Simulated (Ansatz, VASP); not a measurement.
## Hf: VASP beside Ansatz

Contents of POSCAR:

```
Hf
1.0
    0.0000000000      2.2200000000      2.2200000000
    2.2311000000      0.0000000000      2.2200000000
    2.2311000000      2.2200000000      0.0000000000
Hf
1
Direct
    0.0000000000      0.0000000000      0.0000000000
```

The input INCAR.step1:

```
SYSTEM = Hf
ALGO = Normal ; EDIFF = 1E-4
ENCUT = 520 ; GGA = PE
ISMEAR = 0 ; LASPH = .TRUE.
LCHARG = .FALSE. ; LREAL = .FALSE.
LWAVE = .TRUE. ; NBANDS = 11
NELM = 80 ; PREC = Accurate
SIGMA = 0.15
```

INCAR.step2

```
SYSTEM = Hf
ALGO = Normal ; EDIFF = 1E-7
ENCUT = 520 ; ISIF = 2
ISMEAR = 0 ; ISTART = 1
LASPH = .TRUE. ; LCHARG = .TRUE.
LELF = .TRUE. ; LMIXTAU = .TRUE.
LREAL = .FALSE. ; LVHAR = .TRUE.
LWAVE = .FALSE. ; METAGGA = R2SCAN
NBANDS = 11 ; NELM = 80
PREC = Accurate ; SIGMA = 0.15
```

KPOINTS

```
k-points
0
G
  18 18 18
  0 0 0
```

Input for Ansatz:

```yaml
crystal:
  lattice:
    - [0.0, 2.22, 2.22]
    - [2.2311, 0.0, 2.22]
    - [2.2311, 2.22, 0.0]
  atoms:
    - { symbol: Hf, position: [0.0, 0.0, 0.0] }
basis:
  ecutwfc: 500
kpoints:
  mp_grid: { grid: [18, 18, 18] }
hamiltonian:
  xc: r2scan
scf:
  occupations: { method: gaussian, width: 0.15 }
output:
  forces: true
  stress: true
  eigenvalues: true
```

Change from the starting cell: strain +0.0050 x Voigt [1, 0, 0, 0, 0, 0], atoms carried along.

Alike in both runs: task single point; functional r2SCAN; k mesh 18 × 18 × 18; occupations gaussian, width 0.15 eV; no spin polarisation.

|  | VASP | Ansatz |
| --- | --- | --- |
| version | VASP 6.6.1 | Ansatz 0.2.0 |
| potentials or method | VASP PAW PBE potentials, release 64 (Hf_pv), cutoff 520 eV | scalar-relativistic, plane waves, PAW |
| valence electrons in the cell | 10 | 26 |

```csv
,VASP,Ansatz,Ansatz less VASP
gap on the k mesh at the Fermi level (eV),none,none,-
pressure (GPa),1.7,2.2,+0.50
"traceless stress, the component that is largest in VASP (GPa)",-0.20,-0.20,+0.002
```

VASP's potentials were made for PBE, not for r2SCAN. A gap of «none» marks a metal or a gap that the smearing closes. The functional is the same, so the differences come from potentials, cutoffs and numerics. VASP's potentials hold 10 valence electrons a cell and Ansatz's 26, so a difference there can come from the potentials and not from the codes.

Neither program's run includes spin-orbit coupling.
